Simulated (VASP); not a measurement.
## Si: single point with PBE

Si:

```xyz
2
Lattice="0.0000 3.0084 2.6392 2.5571 0.0000 2.6392 2.5571 3.0084 0.0000" Properties=species:S:1:pos:R:3 pbc="T T T"
Si    2.5571    3.0084    2.6392
Si    3.8357    4.5126    3.9587
```

This cell differs from its parent crystal: strain +e along x and -e along y -0.0825, strain +e along z and -e/2 along x and y -0.0350.

```yaml
Program: VASP 6.6.1
Task: single point
Functional: PBE
Potentials_or_basis: VASP PAW PBE potentials, release 64 (Si)
Cutoff: 520 eV
k_mesh: 8 × 8 × 8
Occupations: gaussian, width 0.05 eV
Spin: no spin polarisation
```

```json
{"Pressure": "-0.1 GPa", "Band gap on the k mesh": "zero (bands 4 and 5 overlap by 0.40 eV)"}
```

Stress tensor (GPa, compression positive):
```
  6.12   0.00   0.00
  0.00 -11.31   0.00
  0.00   0.00   5.03
```

Levels at points of the mesh, in eV from the Fermi level:
| k point | band 2 | band 3 | band 4 | band 5 | band 6 | band 7 |
| --- | --- | --- | --- | --- | --- | --- |
| (0.00, 0.00, 0.00) | -1.11 | 0.03 | 0.18 | 2.11 | 2.24 | 2.47 |
| (0.50, 0.00, 0.00) | -7.21 | -2.23 | -0.72 | 0.48 | 3.17 | 3.72 |
| (0.50, 0.50, 0.00) | -7.86 | -3.30 | -3.30 | 0.20 | 0.20 | 8.01 |
| (0.50, 0.00, 0.50) | -8.64 | -2.33 | -2.33 | 1.24 | 1.24 | 9.50 |
| (0.00, 0.50, 0.50) | -7.69 | -3.54 | -3.54 | -0.04 | -0.04 | 8.34 |

Run time: 36 s on 1 thread of Intel Xeon 8259CL, on a shared host, peak memory 0.17 GiB.

Caveat: the cell differs from its parent crystal (strain +e along x and -e along y -0.0825, strain +e along z and -e/2 along x and y -0.0350); semilocal functionals underestimate gaps, so a narrow gap can read as zero.
